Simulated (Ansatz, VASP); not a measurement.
Two plane-wave programs on Hf

Contents of INCAR:

```
PREC = Accurate
ENCUT = 600
EDIFF = 1E-6
ISMEAR = 0
SIGMA = 0.1
LREAL = F
LASPH = T
NELM = 60
ALGO = Fast
ISIF = 3
LWAVE = F
LCHARG = F
GGA = PE
IBRION = 2
NSW = 100
EDIFFG = -0.01
```

KPOINTS

```
regular mesh
0
Gamma
  24 24 24
```

The input POSCAR:

```
Hf
1.0
    1.5745733133      0.9090803263      2.6154728552
   -1.5745733133      0.9090803263      2.6154728552
    0.0000000000     -1.8181606526      2.6154728552
Hf
1
Direct
    0.0000000000      0.0000000000      0.0000000000
```

Input for Ansatz:

```yaml
crystal:
  lattice:
    - [1.5745733133, 0.9090803263, 2.6154728552]
    - [-1.5745733133, 0.9090803263, 2.6154728552]
    - [0.0, -1.8181606526, 2.6154728552]
  atoms:
    - { symbol: Hf, position: [0.0, 0.0, 0.0] }
basis:
  ecutwfc: 420
kpoints:
  mp_grid: { grid: [24, 24, 24] }
hamiltonian:
  xc: pbe
scf:
  occupations: { method: gaussian, width: 0.1 }
output:
  forces: true
  stress: true
  eigenvalues: true
relax:
  adjacent_minimum: "off"
  f_tol: 0.01
  max_steps: 80
  cell: { stress_tol: 0.05 }
```

Alike in both runs: task relaxation of cell and atoms; functional PBE; k mesh 24 × 24 × 24; occupations gaussian, width 0.1 eV; no spin polarisation.

```csv
,VASP,Ansatz
version,VASP 6.6.1,Ansatz 0.2.0
potentials or method,"VASP PAW PBE potentials, release 64 (Hf_pv), cutoff 600 eV","scalar-relativistic, plane waves, PAW"
valence electrons in the cell,10,26
```

```tsv
	VASP	Ansatz	Ansatz less VASP
gap on the k mesh at the Fermi level, each at its own relaxed structure (eV)	none	none	-
relaxed volume (Å³/atom)	22.45	22.55	+0.096
relaxed cell length with the largest relative difference (Å)	3.167	3.171	+0.0042
```

A gap of «none» marks a metal or a gap that the smearing closes. VASP's potentials hold 10 valence electrons a cell and Ansatz's 26, so a difference there can come from the potentials and not from the codes.

Neither program's run includes spin-orbit coupling.
